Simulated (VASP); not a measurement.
# K3OF: single point with r2SCAN

Crystal: K3OF.

```
CELL_PARAMETERS angstrom
5.00562 0.00000 0.00000
0.00000 5.00562 0.00000
0.00000 0.00000 5.00562
ATOMIC_POSITIONS crystal
F 0.00000 0.00000 0.00000
O 0.50000 0.50000 0.50000
K 0.50000 0.50000 0.00000
K 0.50000 0.00000 0.50000
K 0.00000 0.50000 0.50000
```

This cell differs from its parent crystal: volume changed by -3%.

```json
{
  "Program": "VASP 6.6.1",
  "Task": "single point",
  "Functional": "r2SCAN",
  "Potentials or basis": "VASP PAW PBE potentials, release 64 (F, O, K_sv)",
  "Cutoff": "520 eV",
  "k mesh": "4 × 4 × 4",
  "Occupations": "gaussian, width 0.01 eV",
  "Spin": "no spin polarisation",
  "Dipole correction": "no",
  "Further INCAR settings": "ALGO = Normal; EDIFF = 1e-07; NBANDS = 28"
}
```

| Property | Result |
| --- | --- |
| Pressure | 0.8 GPa |
| Band gap on the k mesh | 1.23 eV, direct |

Levels at points of the mesh, in eV from the valence-band top:
```
           k point  band 17  band 18  band 19  band 20  band 21  band 22  band 23  band 24
(0.00, 0.00, 0.00)    -3.51     0.00     0.00     0.00     1.23     4.06     4.06     5.30
(0.50, 0.00, 0.00)    -3.54    -0.97    -0.12    -0.12     2.99     3.28     5.23     5.82
(0.50, 0.50, 0.00)    -3.55    -1.07    -1.07    -0.24     4.23     4.46     4.46     6.06
(0.50, 0.50, 0.50)    -3.56    -1.21    -1.21    -1.21     4.07     5.46     5.46     5.46
```

It took 87 s on 1 thread of Intel(R) Xeon(R) 6975P-C (Granite Rapids), on a shared host, peak memory 0.27 GiB.

Caveat: the PAW data sets were made with another functional, which shifts forces and pressure a little.
